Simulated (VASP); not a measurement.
# CdF2 (Fmmm) in VASP: a series of runs, part 2 of 2

VASP 6.6.1.

**6. Single point, PBEsol**

INCAR reads:

```
PREC     = Accurate       # precision mode
ENCUT    = 520            # plane-wave cutoff, eV
EDIFF    = 1E-6           # SCF threshold, eV
ISMEAR   = 0              # smearing method
SIGMA    = 0.05           # smearing width, eV
LREAL    = F              # projectors in reciprocal space
LASPH    = T              # aspherical terms in the spheres
NELM     = 100            # most SCF steps
ALGO     = Normal         # electronic algorithm
ISIF     = 2              # what is computed and relaxed
LWAVE    = F              # write WAVECAR
LCHARG   = F              # write CHGCAR
GGA      = PS             # functional
NBANDS   = 20             # bands
```

KPOINTS reads:

```
regular mesh
0
Gamma
  8 8 8
```

POSCAR reads:

```
CdF2
1.0
    0.0000000000      3.0016613456      2.2882620123
    2.7862955091      0.0000000000      2.2882620123
    2.7862955091      3.0016613456      0.0000000000
Cd F
1 2
Direct
    0.0000000000      0.0000000000      0.0000000000
    0.2500000000      0.2500000000      0.2500000000
    0.7500000000      0.7500000000      0.7500000000
```

Potentials or basis: VASP PAW PBE potentials, release 64 (Cd, F).

On the command line:

```bash
$ cat potpaw_PBE.64/Cd/POTCAR potpaw_PBE.64/F/POTCAR > POTCAR
$ mpirun -np 1 vasp_std > vasp.out
```

OUTCAR:

```text
PREC = Accurate
   ENCUT = 520
   EDIFF = 1E-6
   ISMEAR = 0
   LREAL = F
   LASPH = T
   NELM = 100
   ISIF = 2
   GGA = PS

 ion  position               nearest neighbor table
   1  0.000  0.000  0.000-   3 2.35   3 2.35   3 2.35   2 2.35   2 2.35   2 2.35   3 2.35   2 2.35

   2  0.250  0.250  0.250-   1 2.35   1 2.35   1 2.35   1 2.35
   3  0.750  0.750  0.750-   1 2.35   1 2.35   1 2.35   1 2.35

  LATTYP: Found a face centered orthorhombic cell.
 ALAT       =     4.5765240246
 B/A-ratio  =     1.2176470588
 C/A-ratio  =     1.3117647059

  Lattice vectors:

 A1 = (   2.7862955091,   3.0016613456,   0.0000000000)
 A2 = (   0.0000000000,   3.0016613456,   2.2882620123)
 A3 = (   2.7862955091,   0.0000000000,   2.2882620123)

Analysis of symmetry for initial positions (statically):
=====================================================================
 Subroutine PRICEL returns:
 Original cell was already a primitive cell.

 Routine SETGRP: Setting up the symmetry group for a
 face centered orthorhombic supercell.

 Subroutine GETGRP returns: Found  8 space group operations
 (whereof  8 operations were pure point group operations)
 out of a pool of  8 trial point group operations.

The static configuration has the point symmetry D_2h.

Analysis of symmetry for dynamics (positions and initial velocities):
=====================================================================
 Subroutine PRICEL returns:
 Original cell was already a primitive cell.

 Routine SETGRP: Setting up the symmetry group for a
 face centered orthorhombic supercell.

 Subroutine GETGRP returns: Found  8 space group operations
 (whereof  8 operations were pure point group operations)
 out of a pool of  8 trial point group operations.

The dynamic configuration has the point symmetry D_2h.

 Subroutine INISYM returns: Found  8 space group operations
 (whereof  8 operations are pure point group operations),
 and found     1 'primitive' translations

----------------------------------------------------------------------------------------

                                     Primitive cell

  volume of cell :      38.2758

  direct lattice vectors                    reciprocal lattice vectors
     0.000000000  3.001661346  2.288262012    -0.179449738  0.166574421  0.218506446
     2.786295509  0.000000000  2.288262012     0.179449738 -0.166574421  0.218506446
     2.786295509  3.001661346  0.000000000     0.179449738  0.166574421 -0.218506446

  length of vectors
     3.774402452  3.605493822  4.095535801     0.328168117  0.328168117  0.328168117

  position of ions in fractional coordinates (direct lattice)
     0.000000000  0.000000000  0.000000000
     0.250000000  0.250000000  0.250000000
     0.750000000  0.750000000  0.750000000

  ion indices of the primitive-cell ions
   primitive index   ion index
                 1           1
                 2           2
                 3           3

----------------------------------------------------------------------------------------

 KPOINTS: regular mesh

Automatic generation of k-mesh.
 Grid dimensions read from file:
 generate k-points for:    8    8    8

 Generating k-lattice:

  Cartesian coordinates                     Fractional coordinates (reciprocal lattice)
    -0.022431217  0.020821803  0.027313306     0.125000000  0.000000000  0.000000000
     0.022431217 -0.020821803  0.027313306     0.000000000  0.125000000  0.000000000
     0.022431217  0.020821803 -0.027313306     0.000000000  0.000000000  0.125000000

  Length of vectors
     0.041021015  0.041021015  0.041021015

  Shift w.r.t. Gamma in fractional coordinates (k-lattice)
     0.000000000  0.000000000  0.000000000

 Subroutine IBZKPT returns following result:
 ===========================================

 Found     95 irreducible k-points:

 Following reciprocal coordinates:
            Coordinates               Weight
  0.000000  0.000000  0.000000      1.000000
  0.125000  0.000000  0.000000      8.000000
  0.250000  0.000000  0.000000      8.000000
  0.375000  0.000000 -0.000000      8.000000
  0.500000  0.000000  0.000000      4.000000
  0.125000  0.125000  0.000000      2.000000
[... 16 lines left out ...]
  0.250000  0.000000  0.125000      8.000000
  0.375000  0.000000  0.125000      8.000000
 [... further k-points ...]
   k-points           NKPTS =     95   k-points in BZ     NKDIM =     95   number of bands    NBANDS=     20
   number of dos      NEDOS =    301   number of ions     NIONS =      3
   total plane-waves  NPLWV =  23520
   dimension x,y,z NGX =    28 NGY =   28 NGZ =   30
   dimension x,y,z NGXF=    56 NGYF=   56 NGZF=   60
   ions per type =               1   2
   NGX,Y,Z   is equivalent  to a cutoff of  12.33, 12.91, 12.18 a.u.
   NGXF,Y,Z  is equivalent  to a cutoff of  24.67, 25.82, 24.36 a.u.
 SYSTEM =  unknown system
   PREC   = accura    normal or accurate (medium, high low for compatibility)
   ISTART =      0    job   : 0-new  1-cont  2-samecut
   ICHARG =      2    charge: 1-file 2-atom 10-const
   ISPIN  =      1    spin polarized calculation?
   LNONCOLLINEAR =      F non collinear calculations
   LSORBIT =      F    spin-orbit coupling
   LASPH  =      T    aspherical Exc in radial PAW
   ENCUT  =  520.0 eV  38.22 Ry    6.18 a.u.   7.02  6.70  7.61*2*pi/ulx,y,z
   NELM   =    100;   NELMIN=  2; NELMDL= -5     # of ELM steps
   EDIFF  = 0.1E-05   stopping-criterion for ELM
   LREAL  =      F    real-space projection
   EDIFFG = 0.1E-04   stopping-criterion for IOM
   NSW    =      0    number of steps for IOM
   IBRION =     -1    ionic relax: 0-MD 1-quasi-New 2-CG
   NFREE  =      0    steps in history (QN), initial steepest desc. (CG)
   ISIF   =      2    stress and relaxation
   ISYM   =      2    0-nonsym 1-usesym 2-fastsym
   POTIM  = 0.5000    time-step for ionic-motion
   TEBEG  =    0.0;   TEEND  =   0.0 temperature during run
   PSTRESS=    0.0 pullay stress
   NELECT =      26.0000    total number of electrons
   NUPDOWN=      -1.0000    fix difference up-down
   EMIN   =  10.00;   EMAX   =-10.00  energy-range for DOS
   EFERMI =   0.00;   METHOD = LEGACY
   ISMEAR =     0;   SIGMA  =   0.05  broadening in eV -4-tet -1-fermi 0-gaus
   EFERMI_NEDOS =   21; number of points for ismear=-14 and -15
   IALGO  =     38    algorithm
   IMIX   =      4    mixing-type and parameters
     AMIX     =   0.40;   BMIX     =  1.00
     AMIX_MAG =   1.60;   BMIX_MAG =  1.00
  volume/ion in A,a.u.               =      12.76        86.10
  Fermi-wavevector in a.u.,A,eV,Ry     =   1.439100  2.719505 28.177799  2.071010
  Thomas-Fermi vector in A             =   2.557993
   LORBIT       =      0    0 simple, 1 ext, 2 COOP (PROOUT), +10 PAW based schemes
   GGA     = PS    functional components
   LHFCALC =     F    Hartree Fock is set to
   AEXX    =    0.0000 exact exchange contribution
   IVDW    =     0    specifies the selected vdW correction
   LEPSILON=     F    determine dielectric tensor
   LRPA    =     F    only Hartree local field effects (RPA)
 non-spin polarized calculation
 Gauss-broadening in eV      SIGMA  =   0.05
  energy-cutoff  :      520.00
  volume of cell :       38.28
 maximum number of plane-waves:      1050
   NGX = 13   NGY = 13   NGZ = 15

 number of electron      26.0000008 magnetization

 Free energy of the ion-electron system (eV)
  ---------------------------------------------------
  ext. energy  EPLUGINS =         0.00000000
  ---------------------------------------------------
  free energy    TOTEN  =       -10.99758615 eV

  energy without entropy =      -10.99758615  energy(sigma->0) =      -10.99758615

 E-fermi :   0.1504     XC(G=0): -10.8702

 val. band max:       -0.1766568696   @ k =   0.0000   0.5000   0.5000
 cond. band min:       1.2159974967   @ k =   0.0000   0.0000   0.0000
 fundamental gap:      1.3926543663
 Fermi energy:         0.1504274892

 k-point     1 :       0.0000    0.0000    0.0000
  band No.  band energies     occupation
      1     -21.9919      2.00000
      2     -20.4567      2.00000
      3      -6.9142      2.00000
      4      -6.8564      2.00000
      5      -6.8036      2.00000
      6      -5.8642      2.00000
[... 12 lines left out ...]
     19      16.5612      0.00000
[... 513 lines left out ...]
      4      -6.4764      2.00000
      5      -5.9727      2.00000
      6      -5.8587      2.00000
[... 12 lines left out ...]
     19      17.5729      0.00000
     20      19.1386      0.00000

 [... further k-points ...]

------------------------ aborting loop because EDIFF is reached ----------------------------------------

  FORCE on cell =-STRESS in cart. coord.  units (eV):
  Direction    XX          YY          ZZ          XY          YZ          ZX
  --------------------------------------------------------------------------------------
  -------------------------------------------------------------------------------------
  Total       -0.7875016     -2.8321721      5.9131565      0.0000000      0.0000000      0.0000000
  in kB      -32.9638100   -118.5511040    247.5171764      0.0000000      0.0000000      0.0000000
  external PRESSURE =      32.0007541 kB  Pullay stress =       0.0000000 kB

 VOLUME and BASIS-vectors are now :
 -----------------------------------------------------------------------------
  energy-cutoff  :      520.00
  volume of cell :       38.28
      direct lattice vectors                 reciprocal lattice vectors
     0.000000000  3.001661346  2.288262012    -0.179449738  0.166574421  0.218506446
     2.786295509  0.000000000  2.288262012     0.179449738 -0.166574421  0.218506446
     2.786295509  3.001661346  0.000000000     0.179449738  0.166574421 -0.218506446

 POSITION                                       TOTAL-FORCE (eV/Angst)
 -----------------------------------------------------------------------------------
      0.00000      0.00000      0.00000         0.000000     -0.000000      0.000000
      1.39315      1.50083      1.14413        -0.000000      0.000000      0.000000
      4.17944      4.50249      3.43239         0.000000     -0.000000     -0.000000
 -----------------------------------------------------------------------------------
    total drift:                                0.000000      0.000000      0.000000

  FREE ENERGIE OF THE ION-ELECTRON SYSTEM (eV)
  ---------------------------------------------------
  free  energy   TOTEN  =       -10.9975861487 eV

  energy  without entropy=      -10.9975861487  energy(sigma->0) =      -10.99758615
```

Wall time 28 s (1 thread of Intel Xeon 6975P-C (Granite Rapids), shared host); peak memory 0.2 GiB.

What came out:

- Free energy: -10.9976 eV
- Pressure: 3.2 GPa
- Band gap on the k mesh: 1.39 eV (least direct gap 1.68 eV)

Caveat: the cell differs from its parent crystal (strain +e along x and -e along y -0.0400, strain +e along z and -e/2 along x and y -0.1500); the cell stands under pressure; the PAW data sets were made with another functional, which shifts forces and pressure a little. A k mesh can miss the band edges.

**7. Single point, PBEsol**

INCAR reads:

```
ALGO = Normal
EDIFF = 1E-6
ENCUT = 520
GGA = PS
ISIF = 2
ISMEAR = 0
LASPH = T
LCHARG = T
LELF = T
LREAL = F
LVHAR = T
LWAVE = F
NBANDS = 20
NELM = 60
PREC = Accurate
SIGMA = 0.05
```

KPOINTS reads:

```
k-points
0
Gamma
  8 8 8
```

POSCAR reads:

```
CdF2
1.0
    0.0000000000      2.5978504023      3.0958838991
    2.3824845658      0.0000000000      3.0958838991
    2.3824845658      2.5978504023      0.0000000000
Cd F
1 2
Direct
    0.0000000000      0.0000000000      0.0000000000
    0.2500000000      0.2500000000      0.2500000000
    0.7500000000      0.7500000000      0.7500000000
```

On the command line:

```bash
$ cat potpaw_PBE.64/Cd/POTCAR potpaw_PBE.64/F/POTCAR > POTCAR
$ mpirun -np 1 vasp_std > vasp.out
```

It took 33 s on 1 thread of Intel Xeon 6975P-C (Granite Rapids), shared host; peak memory 0.21 GiB.

The run converged. Its results:

```
Free energy            : -11.0852 eV
Pressure               : 2.1 GPa
Band gap on the k mesh : 1.70 eV (least direct gap 2.13 eV)
```

Stress tensor (GPa, compression positive):
```
 17.17   0.00   0.00
  0.00   4.86   0.00
  0.00   0.00 -15.61
```

Levels at points of the mesh, in eV from the valence-band top:
```
           k point  band 11  band 12  band 13  band 14  band 15  band 16
(0.00, 0.00, 0.00)    -1.31    -0.95    -0.43     1.70    11.82    11.98
(0.50, 0.00, 0.00)    -2.13    -1.19    -1.06     6.05     7.47    13.29
(0.50, 0.50, 0.00)    -1.66    -0.67    -0.08     6.56     9.24    11.73
(0.50, 0.00, 0.50)    -1.02    -0.77     0.00     7.19     7.87    10.89
(0.00, 0.50, 0.50)    -0.95    -0.49    -0.15     6.56     8.31    11.31
```

Caveat: the cell differs from its parent crystal (strain +e along x and -e along y -0.0400, strain +e along z and -e/2 along x and y +0.1500); the PAW data sets were made with another functional, which shifts forces and pressure a little. A k mesh can miss the band edges.

**8. The runs side by side**

| cell | gap on the mesh (eV) | pressure (GPa) |
| --- | --- | --- |
| a = 3.812, b = 3.734, c = 3.879 Å, angles 60.1, 58.1, 61.9°, 3 atoms | 2.79 | 0.9 |
| a = 3.832, b = 3.715, c = 3.880 Å, angles 60.6, 57.6, 61.9°, 3 atoms | 2.77 | 0.9 |
| a = 3.863, b = 3.826, c = 3.736 Å, angles 61.4, 60.4, 58.1°, 3 atoms | 2.82 | 0.9 |
| a = 4.007, b = 3.940, c = 3.522 Å, angles 64.7, 62.7, 52.6°, 3 atoms | 1.89 | 1.8 |
| a = 3.774, b = 3.605, c = 4.096 Å, angles 58.3, 54.3, 67.4°, 3 atoms | 1.39 | 3.2 |
| a = 4.041, b = 3.906, c = 3.525 Å, angles 65.7, 61.7, 52.6°, 3 atoms | 1.70 | 2.1 |

Alike in all rows: task single point; level PBEsol; potentials or basis VASP PAW PBE potentials, release 64 (Cd, F); no spin polarisation; k mesh 8 × 8 × 8; cutoff (eV) 520; smearing gaussian 0.05 eV.

Caveats: the PAW data sets were made with another functional, which shifts forces and pressure a little; the cell stands under pressure (at least some runs).

Absolute energies hang on the potentials; compare differences alone.
